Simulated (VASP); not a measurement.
Wanted: the native input for a VASP 6.6.1 run.

| Quantity | Value |
| --- | --- |
| Task | relaxation of cell and atoms |
| Functional | r2SCAN |
| Dispersion | rVV10 |
| Potentials or basis | VASP PAW PBE potentials, release 64 (Re) |
| Cutoff | 600 eV |
| k mesh | 11 × 11 × 6 |
| Occupations | fermi-dirac, width 0.05 eV |
| Spin | no spin polarisation |
| Dipole correction | no |
| Further INCAR settings | ALGO = Normal; EDIFF = 1e-06; IBRION = 2; EDIFFG = -0.01; NSW = 60; ISIF = 3 |

The system is Re.

```
Re
1.0
     2.76080    0.00000    0.00000
    -1.38040    2.39092    0.00000
     0.00000    0.00000    4.45820
Re
2
Direct
  0.66667 0.33333 0.75000
  0.33333 0.66667 0.25000
```

The input as run:

POSCAR

```
Re
1.0
    2.7608000000      0.0000000000      0.0000000000
   -1.3804000000      2.3909229348      0.0000000000
    0.0000000000      0.0000000000      4.4582000000
Re
2
Direct
    0.6666666667      0.3333333333      0.7500000000
    0.3333333333      0.6666666667      0.2500000000
```

INCAR.step1

```
PREC     = Accurate       # precision mode
ENCUT    = 600            # plane-wave cutoff, eV
ISMEAR   = -1             # smearing method
SIGMA    = 0.05           # smearing width, eV
LREAL    = False          # projectors in reciprocal space
LASPH    = True           # aspherical terms in the spheres
NELM     = 80             # most SCF steps
GGA      = PE             # functional
ALGO     = Normal         # electronic algorithm
EDIFF    = 1E-4           # SCF threshold, eV
LWAVE    = True           # write WAVECAR
LCHARG   = False          # write CHGCAR
```

INCAR.step2

```
PREC     = Accurate       # precision mode
ENCUT    = 600            # plane-wave cutoff, eV
EDIFF    = 1E-6           # SCF threshold, eV
ISMEAR   = -1             # smearing method
SIGMA    = 0.05           # smearing width, eV
LREAL    = False          # projectors in reciprocal space
LASPH    = True           # aspherical terms in the spheres
NELM     = 80             # most SCF steps
ALGO     = Normal         # electronic algorithm
ISIF     = 3              # what is computed and relaxed
LWAVE    = False          # write WAVECAR
LCHARG   = False          # write CHGCAR
METAGGA  = R2SCAN         # meta-GGA
LMIXTAU  = True         
LUSE_VDW = True         
IVDW_NL  = 2            
BPARAM   = 11.95        
CPARAM   = 0.0093       
IBRION   = 2              # ionic algorithm
NSW      = 60             # ionic steps
EDIFFG   = -0.01          # ionic threshold
ISTART   = 1
```

KPOINTS

```
Automatic mesh
0
Gamma
  11 11 6
```

Potentials or basis: VASP PAW PBE potentials, release 64 (Re).

Launch:

```sh
$ cat potpaw_PBE.64/Re/POTCAR > POTCAR
$ cp INCAR.step1 INCAR
$ mpirun -np 1 vasp_std > vasp.out
$ cp INCAR.step2 INCAR
$ mpirun -np 1 vasp_std > vasp.out
```

It gave:

```
Relaxed volume                        : 14.66 Å³/atom
Relaxed cell                          : a = 2.755 Å, b = 2.755 Å, c = 4.459 Å, α = 90.00°, β = 90.00°, γ = 120.00°
Space group after relaxing (to 0.1 Å) : P6_3/mmc (No. 194)
Energy gained by relaxing             : 0.4 meV/atom
Ionic steps                           : 6
Pressure after relaxing               : 0.0 GPa
Band gap on the k mesh                : zero (bands 7 and 8 overlap by 3.09 eV)
```

Caveat: the PAW data sets were made with another functional, which shifts forces and pressure a little; spin-orbit coupling is left out, which moves the levels of the heavy elements.

Wall time 11 min on 1 thread of Intel Xeon 8259CL, with other jobs on the host, peak memory 0.28 GiB.
